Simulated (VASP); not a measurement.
Set up this calculation in VASP 6.6.1, as the native input.

| Item | Value |
| --- | --- |
| Task | relaxation of cell and atoms |
| Functional | PBE |
| Potentials or basis | VASP PAW PBE potentials, release 64 (Li_sv, Mg, Cl) |
| Cutoff | 600 eV |
| k mesh | 6 × 6 × 6 |
| Occupations | gaussian, width 0.02 eV |
| Spin | no spin polarisation |
| Dipole correction | no |
| Further INCAR settings | ALGO = Normal; EDIFF = 1e-06; IBRION = 2; EDIFFG = -0.01; NSW = 100; ISIF = 3 |

The structure of Li3MgCl3 lies in POSCAR:

```
Li3MgCl3
1.0
    5.0009033698      0.0000000000      0.0000000000
    0.0000000000      5.0009033698      0.0000000000
    0.0000000000      0.0000000000      5.8299489848
Li Mg Cl
3 1 3
Direct
    0.5000000000      0.5000000000      0.5496559731
    0.5000000000      0.0000000000      0.1660565570
    0.0000000000      0.5000000000      0.1660565570
    0.0000000000      0.0000000000      0.8217660900
    0.5000000000      0.5000000000      0.1269062085
    0.0000000000      0.5000000000      0.5847793072
    0.5000000000      0.0000000000      0.5847793072
```

The input as run:

INCAR

```
  ALGO = Normal
  EDIFF = 1E-6
  EDIFFG = -0.01
  ENCUT = 600
  GGA = PE
  IBRION = 2
  ISIF = 3
  ISMEAR = 0
  LASPH = T
  LCHARG = F
  LREAL = F
  LWAVE = F
  NELM = 100
  NSW = 100
  PREC = Accurate
  SIGMA = 0.02
```

KPOINTS

```
k-points
0
Gamma
  6 6 6
```

Potentials or basis: VASP PAW PBE potentials, release 64 (Li_sv, Mg, Cl).

The run is started by

```bash
$ cat potpaw_PBE.64/Li_sv/POTCAR potpaw_PBE.64/Mg/POTCAR potpaw_PBE.64/Cl/POTCAR > POTCAR
$ mpirun -np 1 vasp_std > vasp.out
```

Results of the run:

The energy gained by relaxing is 0.0 meV/atom, the ionic steps are 2 and the pressure after relaxing is 0.0 GPa. The largest force after relaxing is 0.009 eV/Å and the band gap on the k mesh is 1.33 eV, indirect (least direct gap 1.74 eV).

Caveat: the cutoff is under 1.25 times the usual one of these potentials, so pressure, stress and relaxed cells hold a basis-set (Pulay) error.

Run time: 2.5 min on 1 thread of Oxide Virtual Turin-like Processor (shared host), peak memory 0.32 GiB.
